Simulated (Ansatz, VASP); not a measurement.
**Two plane-wave programs on As**

Contents of INCAR:

```
SYSTEM = As
PREC = Accurate
ENCUT = 520
EDIFF = 1E-6
ISMEAR = 0
SIGMA = 0.05
LREAL = .False.
LASPH = .True.
NELM = 100
ALGO = Normal
ISIF = 2
LWAVE = .False.
LCHARG = .True.
LDIPOL = .True.
IDIPOL = 3
DIPOL = 0.5 0.5 0.363
GGA = PE
IVDW = 12
LELF = .True.
LVHAR = .True.
LVACPOTAV = .True.
NBANDS = 18
```

KPOINTS

```
Automatic mesh
0
Gamma
  9 9 1
  0 0 0
```

File POSCAR:

```
As
1.0
    3.5713380906      0.0000000000      0.0000000000
   -1.7856690453      3.0928695120      0.0000000000
    0.0000000000      0.0000000000     20.2952802043
As
4
Direct
    0.3333333333      0.6666666667      0.2905917062
    0.6666666667      0.3333333333      0.2217264287
    1.1666666667      0.3333333333      0.5033327996
    0.8333333333      0.6666666667      0.4344675222
```

Input for Ansatz:

```yaml
crystal:
  lattice:
    - [3.5713380906, 0.0, 0.0]
    - [-1.7856690453, 3.092869512, 0.0]
    - [0.0, 0.0, 20.2952802043]
  atoms:
    - { symbol: As, position: [0.3333333333, 0.6666666667, 0.2905917062] }
    - { symbol: As, position: [0.6666666667, 0.3333333333, 0.2217264287] }
    - { symbol: As, position: [1.1666666667, 0.3333333333, 0.5033327996] }
    - { symbol: As, position: [0.8333333333, 0.6666666667, 0.4344675222] }
basis:
  ecutwfc: 420
kpoints:
  mp_grid: { grid: [9, 9, 1] }
hamiltonian:
  xc: pbe
  dispersion: d3bj
scf:
  occupations: { method: gaussian, width: 0.05 }
output:
  forces: true
  eigenvalues: true
efield:
  axis: 3
  dipole_correction: true
  ramp_width: 0.04
```

Alike in both runs: task single point; functional PBE; dispersion D3(BJ); k mesh 9 × 9 × 1; occupations gaussian, width 0.05 eV; no spin polarisation.

|  | VASP | Ansatz |
| --- | --- | --- |
| version | VASP 6.6.1 | Ansatz 0.2.0 |
| potentials or method | VASP PAW PBE potentials, release 64 (As), cutoff 520 eV | scalar-relativistic, plane waves, PAW |
| valence electrons in the cell | 20 | 60 |

VASP gave:

- gap on the k mesh at the Fermi level (eV): 0.58
- least direct gap on the mesh (eV): 1.26
- rms of the force components (eV/Å): 0.031

Problem. Which values does Ansatz return?

Solution. gap on the k mesh at the Fermi level (eV): 0.61; least direct gap on the mesh (eV): 1.28; rms of the force components (eV/Å): 0.026.

Atom by atom the forces differ by 0.052 eV/Å (rms over components). VASP's potentials hold 20 valence electrons a cell and Ansatz's 60, so a difference there can come from the potentials and not from the codes.
